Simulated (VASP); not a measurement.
The system is GaAs.

```
As Ga
1.0
     0.00000    2.76914    2.76914
     2.76914    0.00000    2.76914
     2.76914    2.76914    0.00000
As Ga
1 1
Cartesian
  4.1537 4.1537 4.1537
  0.0000 0.0000 0.0000
```

This cell differs from its parent crystal: volume scaled by 0.94.

Base run:

- Program: VASP 6.6.1
- Functional: PBEsol
- Potentials or basis: VASP PAW PBE potentials, release 64 (As, Ga_d)
- Cutoff: 520 eV
- k mesh: 8 × 8 × 8
- Occupations: fermi-dirac, width 0.05 eV
- Spin: no spin polarisation

Its results: band gap on the k mesh 0.93 eV, direct; pressure 5.4 GPa.

Q: After a change of settings the same cell gave: band gap on the k mesh 0.88 eV, direct; pressure 13.0 GPa. Which change was it?
A. dispersion from none to D3(BJ)
B. functional from PBEsol to RPBE; dispersion from none to D3(BJ)
C. functional from PBEsol to LDA; potentials or basis from VASP PAW PBE potentials, release 64 (As, Ga_d) to VASP PAW LDA potentials, release 64 (As, Ga_d)
D. functional from PBEsol to BLYP

A: D.

BLYP binds less tightly than PBEsol, so the same cell stands under more pressure.

Caveats: the PAW data sets were made with another functional, which shifts forces and pressure a little.
